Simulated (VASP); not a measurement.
Here is a VASP 6.6.1 calculation.

File INCAR:

```
ALGO = Normal
EDIFF = 1E-6
ENCUT = 520
ISIF = 2
ISMEAR = -1
LASPH = True
LCHARG = False
LREAL = False
LWAVE = False
NBANDS = 16
NELM = 100
PREC = Accurate
SIGMA = 0.05
```

Contents of KPOINTS:

```
k-points
0
Gamma
  8 8 4
```

The input POSCAR:

```
MgS
1.0
    4.0613425392      0.0000000000      0.0000000000
   -2.0306712696      3.5172258124      0.0000000000
    0.0000000000      0.0000000000      6.4748933962
S Mg
2 2
Direct
    0.6666666667      0.3333333333      0.8792441500
    0.3333333333      0.6666666667      0.3792441500
    0.3333333333      0.6666666667      0.9957548500
    0.6666666667      0.3333333333      0.4957548500
```

Potentials or basis: VASP PAW LDA potentials, release 64 (S, Mg).

Launch:

```sh
$ cat potpaw_LDA.64/S/POTCAR potpaw_LDA.64/Mg/POTCAR > POTCAR
$ mpirun -np 1 vasp_std > vasp.out
```

Question: Predict the pressure.

Answer: -3.4 GPa.

Question: What does it give for the band gap on the k mesh?

Answer: 3.06 eV.

Stress tensor (GPa, compression positive):
```
-3.37  0.00  0.00
 0.00 -3.37  0.00
 0.00  0.00 -3.47
```

Caveat: the cell stands under tension.
